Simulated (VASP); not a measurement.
# MgS (P2_1) in VASP: single point with r2SCAN

Aim: the single point of MgS with r2SCAN.

All numbers are computed with VASP 6.6.1; they aren't measurements. Logs are shortened: lines on timing, memory, paths and dates and some standing lists are left out, and cuts for length are marked.

**1. The cell of the first run**

The structure is monoclinic, space group P2_1 (No. 4). The conventional cell has a = 3.976 Å, b = 6.454 Å, c = 4.029 Å, α = 90.00°, β = 118.71°, γ = 90.00°. Mg (site symmetry 1) has 4 S at 2.45 to 2.46 Å within 3.2 Å. Within 3.2 Å of S (site symmetry 1) lie 4 Mg at 2.45 to 2.46 Å.

**2. Single point, r2SCAN (shear xy strain +3.0%)**

Input file POSCAR:

```
MgS
1.0
    4.0286256282      0.0604293844      0.0000000000
   -1.9619794321      3.4586774441      0.0000000000
    0.0000000000      0.0000000000      6.4543928025
Mg S
2 2
Direct
    0.3326343343      0.6666285177     -0.0028759372
    0.6673656657      0.3333714823      0.4971240628
    0.3268904048      0.6669900100      0.3778759372
    0.6731095952      0.3330099900      0.8778759372
```

Input file INCAR.step1:

```
SYSTEM = MgS
PREC = Accurate
ENCUT = 520
ISMEAR = 0
SIGMA = 0.01
LREAL = .False.
LASPH = .True.
NELM = 80
NBANDS = 16
GGA = PE
ALGO = Normal
EDIFF = 1E-4
LWAVE = .True.
LCHARG = .False.
```

Input file INCAR.step2:

```
SYSTEM = MgS
PREC = Accurate
ENCUT = 520
EDIFF = 1E-6
ISMEAR = 0
SIGMA = 0.01
LREAL = .False.
LASPH = .True.
NELM = 80
ALGO = Normal
ISIF = 2
LWAVE = .False.
LCHARG = .False.
METAGGA = R2SCAN
LMIXTAU = .True.
NBANDS = 16
ISTART = 1
```

Input file KPOINTS:

```
Automatic mesh
0
Gamma
  12 12 4
  0 0 0
```

Potentials or basis: VASP PAW PBE potentials, release 64 (Mg, S).

Launch:

```
$ cat potpaw_PBE.64/Mg/POTCAR potpaw_PBE.64/S/POTCAR > POTCAR
$ cp INCAR.step1 INCAR
$ mpirun -np 1 vasp_std > vasp.out
$ cp INCAR.step2 INCAR
$ mpirun -np 1 vasp_std > vasp.out
```

OUTCAR:

```text
SYSTEM = MgS
   PREC = Accurate
   ENCUT = 520
   EDIFF = 1E-6
   ISMEAR = 0
   LREAL = .False.
   LASPH = .True.
   NELM = 80
   ISIF = 2
   METAGGA = R2SCAN
   ISTART = 1

 ion  position               nearest neighbor table
   1  0.333  0.667  0.997-   4 2.45   4 2.45   4 2.46   3 2.46
   2  0.667  0.333  0.497-   3 2.45   3 2.45   3 2.46   4 2.46
   3  0.327  0.667  0.378-   2 2.45   2 2.45   2 2.46   1 2.46
   4  0.673  0.333  0.878-   1 2.45   1 2.45   1 2.46   2 2.46

  Warning from LATTYP: Monoclinic adjustment (A1->A3, A2->A1, A3->A2)!
  LATTYP: Found a simple monoclinic cell.
 ALAT       =     3.9764070408
 B/A-ratio  =     1.6231720587
 C/A-ratio  =     1.0132460741
 COS(beta)  =    -0.4803040536

  Lattice vectors:

 A1 = (  -1.9619794321,   3.4586774441,   0.0000000000)
 A2 = (   0.0000000000,   0.0000000000,   6.4543928025)
 A3 = (   4.0286256282,   0.0604293844,   0.0000000000)

Analysis of symmetry for initial positions (statically):
=====================================================================
 Subroutine PRICEL returns:
 Original cell was already a primitive cell.

 Routine SETGRP: Setting up the symmetry group for a
 simple monoclinic supercell.

 Subroutine GETGRP returns: Found  2 space group operations
 (whereof  1 operations were pure point group operations)
 out of a pool of  4 trial point group operations.

The static configuration has the point symmetry C_1 .
 The point group associated with its full space group is C_2 .

Analysis of symmetry for dynamics (positions and initial velocities):
=====================================================================
 Subroutine PRICEL returns:
 Original cell was already a primitive cell.

 Routine SETGRP: Setting up the symmetry group for a
 simple monoclinic supercell.

 Subroutine GETGRP returns: Found  2 space group operations
 (whereof  1 operations were pure point group operations)
 out of a pool of  4 trial point group operations.

The dynamic configuration has the point symmetry C_1 .
 The point group associated with its full space group is C_2 .

 Subroutine INISYM returns: Found  2 space group operations
 (whereof  1 operations are pure point group operations),
 and found     1 'primitive' translations

----------------------------------------------------------------------------------------

                                     Primitive cell

  volume of cell :      90.6989

  direct lattice vectors                    reciprocal lattice vectors
     4.028625628  0.060429384  0.000000000     0.246129310  0.139620029  0.000000000
    -1.961979432  3.458677444  0.000000000    -0.004300327  0.286688442  0.000000000
     0.000000000  0.000000000  6.454392803     0.000000000  0.000000000  0.154933242

  length of vectors
     4.029078823  3.976407041  6.454392803     0.282972419  0.286720693  0.154933242

  position of ions in fractional coordinates (direct lattice)
     0.332634334  0.666628518  0.997124063
     0.667365666  0.333371482  0.497124063
     0.326890405  0.666990010  0.377875937
     0.673109595  0.333009990  0.877875937

  ion indices of the primitive-cell ions
   primitive index   ion index
                 1           1
                 2           2
                 3           3
                 4           4

----------------------------------------------------------------------------------------

 KPOINTS: Automatic mesh

Automatic generation of k-mesh.
 Grid dimensions read from file:
 generate k-points for:   12   12    4

 Generating k-lattice:

  Cartesian coordinates                     Fractional coordinates (reciprocal lattice)
     0.020510776  0.011635002  0.000000000     0.083333333 -0.000000000  0.000000000
    -0.000358361  0.023890703  0.000000000     0.000000000  0.083333333  0.000000000
     0.000000000  0.000000000  0.038733310     0.000000000  0.000000000  0.250000000

  Length of vectors
     0.023581035  0.023893391  0.038733310

  Shift w.r.t. Gamma in fractional coordinates (k-lattice)
     0.000000000  0.000000000  0.000000000

 Subroutine IBZKPT returns following result:
 ===========================================

 Found    222 irreducible k-points:

 Following reciprocal coordinates:
            Coordinates               Weight
  0.000000  0.000000  0.000000      1.000000
  0.083333  0.000000  0.000000      2.000000
  0.166667 -0.000000  0.000000      2.000000
  0.250000  0.000000  0.000000      2.000000
  0.333333  0.000000  0.000000      2.000000
  0.416667  0.000000  0.000000      2.000000
[... 16 lines left out ...]
  0.250000  0.166667  0.000000      2.000000
  0.333333  0.166667  0.000000      2.000000
 [... further k-points ...]
   k-points           NKPTS =    222   k-points in BZ     NKDIM =    222   number of bands    NBANDS=     16
   number of dos      NEDOS =    301   number of ions     NIONS =      4
   total plane-waves  NPLWV =  43200
   dimension x,y,z NGX =    30 NGY =   30 NGZ =   48
   dimension x,y,z NGXF=    60 NGYF=   60 NGZF=   96
   ions per type =               2   2
   NGX,Y,Z   is equivalent  to a cutoff of  12.38, 12.54, 12.36 a.u.
   NGXF,Y,Z  is equivalent  to a cutoff of  24.76, 25.08, 24.73 a.u.
 SYSTEM =  MgS
   PREC   = accura    normal or accurate (medium, high low for compatibility)
   ISTART =      1    job   : 0-new  1-cont  2-samecut
   ICHARG =      0    charge: 1-file 2-atom 10-const
   ISPIN  =      1    spin polarized calculation?
   LNONCOLLINEAR =      F non collinear calculations
   LSORBIT =      F    spin-orbit coupling
   LASPH  =      T    aspherical Exc in radial PAW
   ENCUT  =  520.0 eV  38.22 Ry    6.18 a.u.   7.49  7.39 12.00*2*pi/ulx,y,z
   NELM   =     80;   NELMIN=  2; NELMDL=  0     # of ELM steps
   EDIFF  = 0.1E-05   stopping-criterion for ELM
   LREAL  =      F    real-space projection
   EDIFFG = 0.1E-04   stopping-criterion for IOM
   NSW    =      0    number of steps for IOM
   IBRION =     -1    ionic relax: 0-MD 1-quasi-New 2-CG
   NFREE  =      0    steps in history (QN), initial steepest desc. (CG)
   ISIF   =      2    stress and relaxation
   ISYM   =      2    0-nonsym 1-usesym 2-fastsym
   POTIM  = 0.5000    time-step for ionic-motion
   TEBEG  =    0.0;   TEEND  =   0.0 temperature during run
   PSTRESS=    0.0 pullay stress
   NELECT =      16.0000    total number of electrons
   NUPDOWN=      -1.0000    fix difference up-down
   EMIN   =  10.00;   EMAX   =-10.00  energy-range for DOS
   EFERMI =   0.00;   METHOD = LEGACY
   ISMEAR =     0;   SIGMA  =   0.01  broadening in eV -4-tet -1-fermi 0-gaus
   EFERMI_NEDOS =   21; number of points for ismear=-14 and -15
   IALGO  =     38    algorithm
   IMIX   =      4    mixing-type and parameters
     AMIX     =   0.40;   BMIX     =  1.00
     AMIX_MAG =   1.60;   BMIX_MAG =  1.00
  volume/ion in A,a.u.               =      22.67       153.02
  Fermi-wavevector in a.u.,A,eV,Ry     =   0.918151  1.735054 11.469729  0.843001
  Thomas-Fermi vector in A             =   2.043200
   LORBIT       =      0    0 simple, 1 ext, 2 COOP (PROOUT), +10 PAW based schemes
   METAGGA = R2SCAN    functional components
   LHFCALC =     F    Hartree Fock is set to
   AEXX    =    0.0000 exact exchange contribution
   IVDW    =     0    specifies the selected vdW correction
   LEPSILON=     F    determine dielectric tensor
   LRPA    =     F    only Hartree local field effects (RPA)
 non-spin polarized calculation
 Gauss-broadening in eV      SIGMA  =   0.01
  energy-cutoff  :      520.00
  volume of cell :       90.70
 maximum number of plane-waves:      2474
 NGX is ok and might be reduce to    30
   NGX = 15   NGY = 15   NGZ = 25

 number of electron      16.0000001 magnetization

 Free energy of the ion-electron system (eV)
  ---------------------------------------------------
  ext. energy  EPLUGINS =         0.00000000
  ---------------------------------------------------
  free energy    TOTEN  =       -30.93088387 eV

  energy without entropy =      -30.93088387  energy(sigma->0) =      -30.93088387

 E-fermi :   0.9585     XC(G=0):  -8.7718

 val. band max:        0.8708541602   @ k =   0.0000   0.0000   0.0000
 cond. band min:       5.0015180246   @ k =   0.0000   0.0000   0.0000
 fundamental gap:      4.1306638644
 Fermi energy:         0.9584521594

 k-point     1 :       0.0000    0.0000    0.0000
  band No.  band energies     occupation
      1     -10.9780      2.00000
      2     -10.2399      2.00000
      3      -2.3576      2.00000
      4       0.2497      2.00000
      5       0.4292      2.00000
      6       0.6973      2.00000
[... 8 lines left out ...]
     15      10.1727      0.00000
     16      10.6530      0.00000

 k-point     2 :       0.0833    0.0000    0.0000
  band No.  band energies     occupation
      1     -10.9437      2.00000
      2     -10.2231      2.00000
      3      -2.3032      2.00000
      4       0.0421      2.00000
      5       0.3641      2.00000
      6       0.4726      2.00000
[... 8 lines left out ...]
     15      10.1774      0.00000
     16      10.3210      0.00000

 k-point     3 :       0.1667   -0.0000    0.0000
  band No.  band energies     occupation
      1     -10.8458      2.00000
      2     -10.1786      2.00000
      3      -2.1445      2.00000
      4      -0.4773      2.00000
      5      -0.0512      2.00000
      6       0.2233      2.00000
[... 8 lines left out ...]
     15      10.1621      0.00000
     16      10.3857      0.00000
[... 362 lines left out ...]
 k-point    23 :       0.2500    0.1667    0.0000
  band No.  band energies     occupation
      1     -10.4623      2.00000
      2     -10.0620      2.00000
      3      -1.5883      2.00000
      4      -1.3954      2.00000
      5      -1.2019      2.00000
      6      -0.4174      2.00000
[... 8 lines left out ...]
     15      10.3138      0.00000
     16      11.3764      0.00000

 k-point    24 :       0.3333    0.1667    0.0000
  band No.  band energies     occupation
      1     -10.3198      2.00000
      2     -10.0589      2.00000
      3      -1.8484      2.00000
      4      -1.4307      2.00000
      5      -1.0493      2.00000
      6      -0.6437      2.00000
[... 8 lines left out ...]
     15      10.4757      0.00000
     16      12.0812      0.00000

 [... further k-points ...]

------------------------ aborting loop because EDIFF is reached ----------------------------------------

  FORCE on cell =-STRESS in cart. coord.  units (eV):
  Direction    XX          YY          ZZ          XY          YZ          ZX
  --------------------------------------------------------------------------------------
  -------------------------------------------------------------------------------------
  Total       -0.1872099     -0.1493255     -0.1637380     -0.3522992      0.0000000      0.0000000
  in kB       -3.3070240     -2.6378032     -2.8923981     -6.2232919      0.0000000      0.0000000
  external PRESSURE =      -2.9457418 kB  Pullay stress =       0.0000000 kB

 VOLUME and BASIS-vectors are now :
 -----------------------------------------------------------------------------
  energy-cutoff  :      520.00
  volume of cell :       90.70
      direct lattice vectors                 reciprocal lattice vectors
     4.028625628  0.060429384  0.000000000     0.246129310  0.139620029  0.000000000
    -1.961979432  3.458677444  0.000000000    -0.004300327  0.286688442  0.000000000
     0.000000000  0.000000000  6.454392803     0.000000000  0.000000000  0.154933242

 POSITION                                       TOTAL-FORCE (eV/Angst)
 -----------------------------------------------------------------------------------
      0.03215      2.32575      6.43583         0.001474      0.000225      0.002631
      2.03450      1.19335      3.20863        -0.001474     -0.000225      0.002631
      0.00830      2.32666      2.43896        -0.000060      0.000245     -0.002631
      2.05835      1.19245      5.66616         0.000060     -0.000245     -0.002631
 -----------------------------------------------------------------------------------
    total drift:                               -0.000000     -0.000000      0.010862

  FREE ENERGIE OF THE ION-ELECTRON SYSTEM (eV)
  ---------------------------------------------------
  free  energy   TOTEN  =       -30.9308838687 eV

  energy  without entropy=      -30.9308838687  energy(sigma->0) =      -30.93088387
```

Wall time 23 min (1 thread of Oxide Virtual Turin-like, shared host); peak memory 0.39 GiB.

What came out:

- Free energy: -30.9309 eV
- Pressure: -0.3 GPa
- Largest force: 0.003 eV/Å
- Band gap on the k mesh: 4.13 eV

Forces in eV/Å, atoms in the order of the input:
```
Mg   0.001  0.000  0.003
Mg  -0.001  0.000  0.003
S    0.000  0.000 -0.003
S    0.000  0.000 -0.003
```

Stress tensor (GPa, compression positive):
```
-0.33 -0.62  0.00
-0.62 -0.26  0.00
 0.00  0.00 -0.29
```

Levels at points of the mesh, in eV from the valence-band top:
| k point | band 6 | band 7 | band 8 | band 9 | band 10 | band 11 |
| --- | --- | --- | --- | --- | --- | --- |
| (0.00, 0.00, 0.00) | -0.17 | -0.05 | 0.00 | 4.13 | 5.39 | 7.98 |
| (0.50, 0.00, 0.00) | -1.09 | -0.96 | -0.34 | 5.44 | 5.80 | 6.58 |
| (0.00, 0.50, 0.00) | -1.22 | -0.92 | -0.44 | 5.30 | 5.70 | 6.46 |
| (0.50, 0.50, 0.00) | -1.33 | -0.87 | -0.54 | 5.17 | 5.60 | 6.33 |
| (0.00, 0.00, 0.50) | -0.41 | -0.25 | -0.25 | 5.60 | 5.60 | 8.14 |
| (0.50, 0.00, 0.50) | -0.80 | -0.75 | -0.75 | 5.20 | 5.20 | 6.98 |
| (0.00, 0.50, 0.50) | -0.87 | -0.79 | -0.79 | 5.18 | 5.18 | 6.93 |
| (0.50, 0.50, 0.50) | -0.97 | -0.81 | -0.81 | 5.17 | 5.17 | 6.89 |

Caveat: the cell differs from its parent crystal (shear xy strain +3.0%); the structure was generated, so it needn't be the stable form of MgS; the PAW data sets were made with another functional, which shifts forces and pressure a little. A k mesh can miss the band edges.
